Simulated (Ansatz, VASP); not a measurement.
## Ba in VASP and in Ansatz

The input POSCAR:

```
Ba
1.0
    0.0000000000      3.2054984663      3.2054984663
    3.2054984663      0.0000000000      3.2054984663
    3.2054984663      3.2054984663      0.0000000000
Ba
1
Direct
    0.0000000000      0.0000000000      0.0000000000
```

The input INCAR.step1:

```
SYSTEM = Ba
ALGO = Normal ; EDIFF = 1E-5
ENCUT = 440 ; GGA = PE
GGA_COMPAT = .FALSE. ; ISMEAR = -1
LASPH = .TRUE. ; LCHARG = .FALSE.
LREAL = .FALSE. ; LWAVE = .TRUE.
NBANDS = 11 ; NELM = 120
PREC = Accurate ; SIGMA = 0.05
```

INCAR.step2

```
SYSTEM = Ba
ALGO = Normal ; EDIFF = 1E-8
ENCUT = 440 ; GGA_COMPAT = .FALSE.
ISIF = 2 ; ISMEAR = -1
ISTART = 1 ; LASPH = .TRUE.
LCHARG = .FALSE. ; LEFG = .TRUE.
LMIXTAU = .TRUE. ; LREAL = .FALSE.
LWAVE = .FALSE. ; METAGGA = R2SCAN
NBANDS = 11 ; NELM = 120
PREC = Accurate ; SIGMA = 0.05
```

KPOINTS

```
k-points
0
G
  9 9 9
  0 0 0
```

Input for Ansatz:

```yaml
crystal:
  lattice:
    - [0.0, 3.2054984663, 3.2054984663]
    - [3.2054984663, 0.0, 3.2054984663]
    - [3.2054984663, 3.2054984663, 0.0]
  atoms:
    - { symbol: Ba, position: [0.0, 0.0, 0.0] }
kpoints:
  mp_grid: { grid: [9, 9, 9] }
scf:
  occupations: { method: fermi_dirac, width: 0.05 }
hamiltonian:
  xc: r2scan
  pseudopotentials: { kind: paw }
output:
  forces: true
  stress: true
  eigenvalues: true
  efg: { contact_densities: true }
```

Change from the starting cell: volume scaled by 0.975, PAW files.

Alike in both runs: task electric field gradients; functional r2SCAN; k mesh 9 × 9 × 9; occupations fermi-dirac, width 0.05 eV; no spin polarisation.

|  | VASP | Ansatz |
| --- | --- | --- |
| version | VASP 6.6.1 | Ansatz 0.2.0 |
| potentials or method | VASP PAW PBE potentials, release 64 (Ba_sv) | PAW with Ansatz's default frozen-core files, scalar-relativistic |
| plane-wave cutoff (eV) | 440 | 500 |
| valence electrons in the cell | 10 | 10 |

|  | VASP | Ansatz | Ansatz less VASP |
| --- | --- | --- | --- |
| pressure (GPa) | 0.1 | 0.1 | -0.04 |

VASP's potentials were made for PBE, not for r2SCAN.

Spin-orbit coupling is off throughout.
